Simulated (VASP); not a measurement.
# Be16H (a cell with a defect) in VASP: a series of runs

The runs below take Be16H (a cell with a defect) through single point, with PBE.

All numbers are computed with VASP 6.6.1; they aren't measurements. Logs are shortened: lines on timing, memory, paths and dates and some standing lists are left out, and cuts for length are marked.

**1. The cell of the first run**

The cell holds a defect, 17 atoms: a = 4.580 Å, b = 3.966 Å, c = 7.177 Å, α = 90.00°, β = 90.00°, γ = 90.00°.

**2. Single point, PBE**

The input, INCAR:

```
ALGO = Normal
EDIFF = 1E-6
ENCUT = 520
GGA = PE
ISIF = 2
ISMEAR = 0
LASPH = True
LCHARG = False
LREAL = Auto
LWAVE = False
NBANDS = 30
NELM = 60
PREC = Accurate
SIGMA = 0.1
```

The input, KPOINTS:

```
k-points
0
Gamma
  4 4 3
```

The input, POSCAR:

```
Be16H
1.0
   -2.2900000000     -3.9663960000      0.0000000000
    3.4350000000     -1.9831980000      0.0000000000
    0.0000000000      0.0000000000      7.1768600000
Be H
16 1
Direct
    0.7501223696      0.5086000659     -0.0064174305
    0.4807805961      0.3413404847      0.2499775668
    0.7501235548      0.5086017294      0.5063738181
    0.5005464292      0.3337773866      0.7499774275
    0.4969706176     -0.0037415679     -0.0054225664
    0.2499993833      0.8283733880      0.2499764521
    0.4969707268     -0.0037417862      0.5053767246
    0.2501061369      0.8268503795      0.7499771488
    0.2500861574      0.4948987774     -0.0014765510
    0.0193765988      0.3406199159      0.2499796568
    0.2500875103      0.4948990971      0.5014329386
   -0.0003635994      0.3337605116      0.7499788208
    0.0032900135     -0.0037714320     -0.0054224271
    0.7503308718      0.8224799699      0.2499767308
    0.0032925302     -0.0037709187      0.5053775607
    0.7500697921      0.8358823359      0.7499774275
    0.7498269121      0.1794715077      0.2499830009
```

Potentials or basis: VASP PAW PBE potentials, release 64 (Be, H).

Command:

```
> cat potpaw_PBE.64/Be/POTCAR potpaw_PBE.64/H/POTCAR > POTCAR
> mpirun -np 1 vasp_std > vasp.out
```

OUTCAR:

```text
EDIFF = 1E-6
   ENCUT = 520
   GGA = PE
   ISIF = 2
   ISMEAR = 0
   LASPH = True
   LREAL = Auto
   NELM = 60
   PREC = Accurate

 ion  position               nearest neighbor table
   1  0.750  0.509  0.994-  16 2.18  12 2.20   4 2.20  14 2.22  13 2.26   5 2.26   9 2.29   9 2.29
                             2 2.31  10 2.31   5 2.34  13 2.34
   2  0.481  0.341  0.250-  17 1.39  10 2.11   9 2.18  11 2.18   6 2.20  14 2.27   7 2.29   5 2.29
                             6 2.29   1 2.31   3 2.31
   3  0.750  0.509  0.506-  16 2.18  12 2.20   4 2.20  14 2.22  15 2.26   7 2.26  11 2.29  11 2.29
                             2 2.31  10 2.31   7 2.34  15 2.34
   4  0.501  0.334  0.750-   3 2.20   1 2.20   5 2.21   7 2.21  11 2.21   9 2.21   8 2.27  16 2.28
                            12 2.29  12 2.29  16 2.30   8 2.31
   5  0.497  0.996  0.995-   8 2.19  16 2.20   4 2.21   6 2.25   1 2.26  13 2.26  14 2.28   9 2.28
                             9 2.29   2 2.29  13 2.32   1 2.34
   6  0.250  0.828  0.250-   2 2.20  10 2.20   9 2.24  11 2.24  13 2.25  15 2.25   5 2.25   7 2.25
                            14 2.29  10 2.29  14 2.29   2 2.29
   7  0.497  0.996  0.505-   8 2.19  16 2.20   4 2.21   6 2.25   3 2.26  15 2.26  14 2.28  11 2.28
                            11 2.29   2 2.29  15 2.32   3 2.34
   8  0.250  0.827  0.750-  15 2.19  13 2.19   5 2.19   7 2.19  11 2.22   9 2.22   4 2.27  12 2.27
                            16 2.29  16 2.29   4 2.31  12 2.31
   9  0.250  0.495  0.999-   2 2.18  10 2.18  12 2.21   4 2.21   8 2.22   6 2.24  13 2.28   5 2.28
                            13 2.29   5 2.29   1 2.29   1 2.29
  10  0.019  0.341  0.250-  17 1.39   2 2.11  11 2.18   9 2.18   6 2.20  14 2.27  15 2.29  13 2.29
                             6 2.29   3 2.31   1 2.31
  11  0.250  0.495  0.501-   2 2.18  10 2.18   4 2.21  12 2.21   8 2.22   6 2.24  15 2.28   7 2.28
                            15 2.29   7 2.29   3 2.29   3 2.29
  12  1.000  0.334  0.750-   1 2.20   3 2.20  13 2.21  15 2.21   9 2.21  11 2.21   8 2.27  16 2.28
                             4 2.29   4 2.29  16 2.30   8 2.31
  13  0.003  0.996  0.995-   8 2.19  16 2.20  12 2.21   6 2.25   1 2.26   5 2.26  14 2.28   9 2.28
                            10 2.29   9 2.29   5 2.32   1 2.34
  14  0.750  0.822  0.250-  17 1.42   1 2.22   3 2.22   2 2.27  10 2.27  13 2.28  15 2.28   5 2.28
                             7 2.28   6 2.29   6 2.29
  15  0.003  0.996  0.505-   8 2.19  16 2.20  12 2.21   6 2.25   3 2.26   7 2.26  14 2.28  11 2.28
                            10 2.29  11 2.29   7 2.32   3 2.34
  16  0.750  0.836  0.750-   3 2.18   1 2.18   5 2.20   7 2.20  13 2.20  15 2.20   4 2.28  12 2.28
                             8 2.29   8 2.29   4 2.30  12 2.30
  17  0.750  0.179  0.250-   2 1.39  10 1.39  14 1.42

  LATTYP: Found a simple orthorhombic cell.
 ALAT       =     3.9663962620
 B/A-ratio  =     1.1547004875
 C/A-ratio  =     1.8094157835

  Lattice vectors:

 A1 = (  -3.4350000000,   1.9831980000,   0.0000000000)
 A2 = (  -2.2900000000,  -3.9663960000,   0.0000000000)
 A3 = (   0.0000000000,   0.0000000000,   7.1768600000)

Analysis of symmetry for initial positions (statically):
=====================================================================
 Subroutine PRICEL returns:
 Original cell was already a primitive cell.

 Routine SETGRP: Setting up the symmetry group for a
 simple orthorhombic supercell.

 Subroutine GETGRP returns: Found  1 space group operations
 (whereof  1 operations were pure point group operations)
 out of a pool of  8 trial point group operations.

The static configuration has the point symmetry C_1 .

Analysis of symmetry for dynamics (positions and initial velocities):
=====================================================================
 Subroutine PRICEL returns:
 Original cell was already a primitive cell.

 Routine SETGRP: Setting up the symmetry group for a
 simple orthorhombic supercell.

 Subroutine GETGRP returns: Found  1 space group operations
 (whereof  1 operations were pure point group operations)
 out of a pool of  8 trial point group operations.

The dynamic configuration has the point symmetry C_1 .

 Subroutine INISYM returns: Found  1 space group operations
 (whereof  1 operations are pure point group operations),
 and found     1 'primitive' translations

----------------------------------------------------------------------------------------

                                     Primitive cell

  volume of cell :     130.3755

  direct lattice vectors                    reciprocal lattice vectors
    -2.290000000 -3.966396000  0.000000000    -0.109170306 -0.189088533  0.000000000
[... 57 lines left out ...]
     0.054585153 -0.031514755  0.000000000     0.000000000  0.250000000  0.000000000
     0.000000000  0.000000000  0.046445567     0.000000000  0.000000000  0.333333333

  Length of vectors
     0.054585156  0.063029507  0.046445567

  Shift w.r.t. Gamma in fractional coordinates (k-lattice)
     0.000000000  0.000000000  0.000000000

 Subroutine IBZKPT returns following result:
 ===========================================

 Found     26 irreducible k-points:

 Following reciprocal coordinates:
            Coordinates               Weight
  0.000000  0.000000  0.000000      1.000000
  0.250000  0.000000  0.000000      2.000000
  0.500000  0.000000  0.000000      1.000000
  0.000000  0.250000  0.000000      2.000000
  0.250000  0.250000  0.000000      2.000000
 -0.250000  0.250000  0.000000      2.000000
[... 16 lines left out ...]
  0.000000  0.500000  0.333333      2.000000
  0.250000  0.500000  0.333333      2.000000
 [... further k-points ...]
   k-points           NKPTS =     26   k-points in BZ     NKDIM =     26   number of bands    NBANDS=     30
   number of dos      NEDOS =    301   number of ions     NIONS =     17
   total plane-waves  NPLWV =  58320
   dimension x,y,z NGX =    36 NGY =   30 NGZ =   54
   dimension x,y,z NGXF=    72 NGYF=   60 NGZF=  108
   ions per type =              16   1
   NGX,Y,Z   is equivalent  to a cutoff of  13.07, 12.57, 12.51 a.u.
   NGXF,Y,Z  is equivalent  to a cutoff of  26.13, 25.15, 25.02 a.u.
 SYSTEM =  unknown system
   PREC   = accura    normal or accurate (medium, high low for compatibility)
   ISTART =      0    job   : 0-new  1-cont  2-samecut
   ICHARG =      2    charge: 1-file 2-atom 10-const
   ISPIN  =      1    spin polarized calculation?
   LNONCOLLINEAR =      F non collinear calculations
   LSORBIT =      F    spin-orbit coupling
   LASPH  =      T    aspherical Exc in radial PAW
   ENCUT  =  520.0 eV  38.22 Ry    6.18 a.u.   8.52  7.37 13.34*2*pi/ulx,y,z
   NELM   =     60;   NELMIN=  2; NELMDL= -5     # of ELM steps
   EDIFF  = 0.1E-05   stopping-criterion for ELM
   LREAL  =      T    real-space projection
   EDIFFG = 0.1E-04   stopping-criterion for IOM
   NSW    =      0    number of steps for IOM
   IBRION =     -1    ionic relax: 0-MD 1-quasi-New 2-CG
   NFREE  =      0    steps in history (QN), initial steepest desc. (CG)
   ISIF   =      2    stress and relaxation
   ISYM   =      2    0-nonsym 1-usesym 2-fastsym
   POTIM  = 0.5000    time-step for ionic-motion
   TEBEG  =    0.0;   TEEND  =   0.0 temperature during run
   PSTRESS=    0.0 pullay stress
   NELECT =      33.0000    total number of electrons
   NUPDOWN=      -1.0000    fix difference up-down
   EMIN   =  10.00;   EMAX   =-10.00  energy-range for DOS
   EFERMI =   0.00;   METHOD = LEGACY
   ISMEAR =     0;   SIGMA  =   0.10  broadening in eV -4-tet -1-fermi 0-gaus
   EFERMI_NEDOS =   21; number of points for ismear=-14 and -15
   IALGO  =     38    algorithm
   IMIX   =      4    mixing-type and parameters
     AMIX     =   0.40;   BMIX     =  1.00
     AMIX_MAG =   1.60;   BMIX_MAG =  1.00
  volume/ion in A,a.u.               =       7.67        51.75
  Fermi-wavevector in a.u.,A,eV,Ry     =   1.035573  1.956950 14.591049  1.072412
  Thomas-Fermi vector in A             =   2.169923
   LORBIT       =      0    0 simple, 1 ext, 2 COOP (PROOUT), +10 PAW based schemes
   GGA     = PE    functional components
   LHFCALC =     F    Hartree Fock is set to
   AEXX    =    0.0000 exact exchange contribution
   IVDW    =     0    specifies the selected vdW correction
   LEPSILON=     F    determine dielectric tensor
   LRPA    =     F    only Hartree local field effects (RPA)
 non-spin polarized calculation
 Gauss-broadening in eV      SIGMA  =   0.10
  energy-cutoff  :      520.00
  volume of cell :      130.38
 maximum number of plane-waves:      3529
 NGX is ok and might be reduce to    36
   NGX = 17   NGY = 15   NGZ = 27

 number of electron      33.0000000 magnetization

 Free energy of the ion-electron system (eV)
  ---------------------------------------------------
  ext. energy  EPLUGINS =         0.00000000
  ---------------------------------------------------
  free energy    TOTEN  =       -61.30575901 eV

  energy without entropy =      -61.29897199  energy(sigma->0) =      -61.30236550

 E-fermi :   7.3505     XC(G=0): -10.5792

 val. band max:        7.3039499633   @ k =   0.0000   0.0000   0.3333
 cond. band min:       7.4189738136   @ k =   0.2500   0.5000   0.0000
 fundamental gap:      0.1150238503
 Fermi energy:         7.3504900333

 k-point     1 :       0.0000    0.0000    0.0000
  band No.  band energies     occupation
      1      -4.9914      2.00000
      2      -2.9135      2.00000
      3      -2.1881      2.00000
      4      -0.3256      2.00000
      5       0.9639      2.00000
      6       1.5121      2.00000
[... 733 lines left out ...]
     27      13.1918      0.00000
     28      13.3966      0.00000

 [... further k-points ...]

 [bands above 28 left out]

------------------------ aborting loop because EDIFF is reached ----------------------------------------

  FORCE on cell =-STRESS in cart. coord.  units (eV):
  Direction    XX          YY          ZZ          XY          YZ          ZX
  --------------------------------------------------------------------------------------
  -------------------------------------------------------------------------------------
  Total        0.4622410      0.3704492      3.4315434     -0.0673626     -0.0000634      0.0001063
  in kB        5.6804534      4.5524293     42.1700439     -0.8278152     -0.0007791      0.0013058
  external PRESSURE =      17.4676422 kB  Pullay stress =       0.0000000 kB

 VOLUME and BASIS-vectors are now :
 -----------------------------------------------------------------------------
  energy-cutoff  :      520.00
  volume of cell :      130.38
      direct lattice vectors                 reciprocal lattice vectors
    -2.290000000 -3.966396000  0.000000000    -0.109170306 -0.189088533  0.000000000
     3.435000000 -1.983198000  0.000000000     0.218340611 -0.126059022  0.000000000
     0.000000000  0.000000000  7.176860000     0.000000000  0.000000000  0.139336702

 POSITION                                       TOTAL-FORCE (eV/Angst)
 -----------------------------------------------------------------------------------
      0.02926     -3.98394      7.13080        -0.001053      0.001246      0.003961
      0.07152     -2.58391      1.79405         0.006632      0.003447     -0.000050
      0.02926     -3.98394      3.63417        -0.001041      0.001260     -0.003912
      0.00027     -2.64731      5.38248        -0.000277      0.002723      0.000036
      2.28408     -3.94696      7.13794         0.002179      0.000891      0.002878
      2.27296     -2.63443      1.79405         0.001966     -0.004019      0.000025
[... 9 lines left out ...]
      1.15360     -4.63279      5.38248        -0.000627     -0.000905     -0.000020
     -1.10062     -3.33004      1.79409        -0.001608      0.000231      0.000090
 -----------------------------------------------------------------------------------
    total drift:                               -0.000736      0.000395     -0.000134

  FREE ENERGIE OF THE ION-ELECTRON SYSTEM (eV)
  ---------------------------------------------------
  free  energy   TOTEN  =       -61.3057590141 eV

  energy  without entropy=      -61.2989719859  energy(sigma->0) =      -61.30236550
```

Wall time 6.1 min (1 thread of Intel Xeon 8259CL, shared host); peak memory 0.26 GiB.

Results:

```
Free energy            : -61.3058 eV
Pressure               : 1.7 GPa
Largest force          : 0.014 eV/Å
Band gap on the k mesh : zero (an odd number of electrons rules out a gap without spin polarisation)
```

Forces in eV/Å, atoms in the order of the input:
```
Be  -0.001  0.001  0.004
Be   0.007  0.003  0.000
Be  -0.001  0.001 -0.004
Be   0.000  0.003  0.000
Be   0.002  0.001  0.003
Be   0.002 -0.004  0.000
Be   0.002  0.001 -0.003
Be  -0.001  0.000  0.000
Be  -0.001  0.001  0.001
Be   0.006 -0.013  0.000
Be   0.000  0.001 -0.001
Be  -0.003 -0.002  0.000
Be   0.000 -0.002  0.000
Be  -0.010  0.011  0.000
Be   0.000 -0.001  0.000
Be  -0.001 -0.001  0.000
H   -0.002  0.000  0.000
```

Levels at points of the mesh, in eV from the Fermi level:
```csv
k point,band 12,band 13,band 14,band 15,band 16,band 17,band 18,band 19,band 20,band 21
"(0.00, 0.00, 0.00)",-4.21,-4.01,-3.66,-0.92,0.11,0.39,0.76,0.94,1.07,1.13
"(0.50, 0.00, 0.00)",-2.66,-2.48,-2.41,-2.37,-2.37,-1.10,0.12,0.45,0.50,0.61
"(0.00, 0.50, 0.00)",-4.01,-3.69,-3.64,-2.62,-2.50,-0.48,0.71,0.76,0.91,0.92
"(0.50, 0.50, 0.00)",-6.37,-1.04,-0.89,-0.81,-0.72,-0.52,0.39,0.55,0.65,3.39
```

Caveat: the k points lie up to 0.40 Å⁻¹ apart, too coarse for converged energies and pressures of a metal.

**3. Single point, PBE**

The input, INCAR:

```
ALGO     = Normal         # electronic algorithm
EDIFF    = 1E-6           # SCF threshold, eV
ENCUT    = 520            # plane-wave cutoff, eV
GGA      = PE             # functional
ISIF     = 2              # what is computed and relaxed
ISMEAR   = 0              # smearing method
LASPH    = T              # aspherical terms in the spheres
LCHARG   = F              # write CHGCAR
LREAL    = Auto         
LWAVE    = F              # write WAVECAR
NBANDS   = 30             # bands
NELM     = 80             # most SCF steps
PREC     = Accurate       # precision mode
SIGMA    = 0.1            # smearing width, eV
```

KPOINTS is that of step 2.

The input, POSCAR:

```
Be16H
1.0
   -2.2900000000     -3.9663960000      0.0000000000
    3.4350000000     -1.9831980000      0.0000000000
    0.0000000000      0.0000000000      7.1768600000
Be H
16 1
Direct
    0.7501210544      0.5093555210     -0.0066405085
    0.4824250252      0.3422312395      0.2499814682
    0.7501057283      0.5093549105      0.5065811511
    0.5004888747      0.3341017535      0.7499789602
    0.4974185041     -0.0030540395     -0.0055600917
    0.2500280621      0.8294833369      0.2499680919
    0.4974077219     -0.0030460894      0.5055152253
    0.2501368339      0.8273456622      0.7499707393
    0.2500985927      0.4949888726     -0.0012615545
    0.0177366376      0.3414008443      0.2499729687
    0.2500857055      0.4949808633      0.5011991317
   -0.0002774271      0.3340843354      0.7499704606
    0.0028729748     -0.0031178712     -0.0055780662
    0.7503894182      0.8195245321      0.2499743620
    0.0028970147     -0.0031155273      0.5055287410
    0.7500920681      0.8361594865      0.7499818862
    0.7495903580      0.1738509228      0.2500436124
```

Potentials or basis: VASP PAW PBE potentials, release 64 (Be, H).

Command:

```
> cat potpaw_PBE.64/Be/POTCAR potpaw_PBE.64/H/POTCAR > POTCAR
> mpirun -np 1 vasp_std > vasp.out
```

It took 5.3 min on 1 thread of Intel Xeon 8259CL, shared host; peak memory 0.26 GiB.

Results (log left out):

```
Free energy            : -61.3049 eV
Pressure               : 1.7 GPa
Largest force          : 0.065 eV/Å
Band gap on the k mesh : zero (an odd number of electrons rules out a gap without spin polarisation)
```

Forces in eV/Å, atoms in the order of the input:
```
Be  -0.012  0.007  0.010
Be   0.007  0.030 -0.001
Be  -0.012  0.006 -0.009
Be   0.003  0.005  0.000
Be   0.005  0.012  0.006
Be  -0.002  0.000  0.000
Be   0.004  0.012 -0.006
Be  -0.002  0.001  0.000
Be   0.006 -0.002 -0.003
Be  -0.018 -0.016 -0.001
Be   0.006 -0.003  0.003
Be  -0.003 -0.005  0.000
Be  -0.008 -0.010  0.005
Be  -0.019  0.015  0.000
Be  -0.008 -0.009 -0.005
Be   0.004 -0.003 -0.001
H    0.051 -0.040  0.001
```

Stress tensor (GPa, compression positive):
```
 0.59 -0.26  0.00
-0.26  0.27  0.00
 0.00  0.00  4.37
```

Levels at points of the mesh, in eV from the Fermi level:
```
           k point  band 13  band 14  band 15  band 16  band 17  band 18  band 19  band 20
(0.00, 0.00, 0.00)    -4.01    -3.66    -0.88     0.10     0.39     0.76     0.94     1.06
(0.50, 0.00, 0.00)    -2.48    -2.40    -2.38    -2.37    -1.08     0.15     0.46     0.50
(0.00, 0.50, 0.00)    -3.69    -3.64    -2.62    -2.49    -0.53     0.71     0.76     0.90
(0.50, 0.50, 0.00)    -1.02    -0.91    -0.80    -0.72    -0.52     0.42     0.55     0.64
```

Caveat: the k points lie up to 0.40 Å⁻¹ apart, too coarse for converged energies and pressures of a metal.
